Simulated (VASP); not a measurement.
A run of VASP 6.6.1 is set up as follows.

File INCAR:

```
  ALGO = Normal
  EDIFF = 1E-6
  ENCUT = 600
  GGA_COMPAT = False
  ISIF = 2
  ISMEAR = 1
  ISPIN = 2
  LASPH = True
  LCHARG = True
  LELF = True
  LMAXMIX = 4
  LORBIT = 11
  LREAL = False
  LVHAR = True
  LWAVE = False
  MAGMOM = 1.5
  NBANDS = 15
  NELM = 200
  PREC = Accurate
  SIGMA = 0.2
```

The input KPOINTS:

```
k-points
0
Gamma
  14 14 14
```

POSCAR

```
Ni
1.0
   -1.3608300633      1.3608300633      1.3608300633
    1.3608300633     -1.3608300633      1.3608300633
    1.3608300633      1.3608300633     -1.3608300633
Ni
1
Direct
    0.0000000000      0.0000000000      0.0000000000
```

Potentials or basis: VASP PAW LDA potentials, release 64 (Ni).

Run with:

```bash
$ cat potpaw_LDA.64/Ni/POTCAR > POTCAR
$ mpirun -np 1 vasp_std > vasp.out
```

Question: What does it give for the pressure?

Answer: -0.2 GPa.

Question: Predict the net moment.

Answer: 0.41 μB per cell.
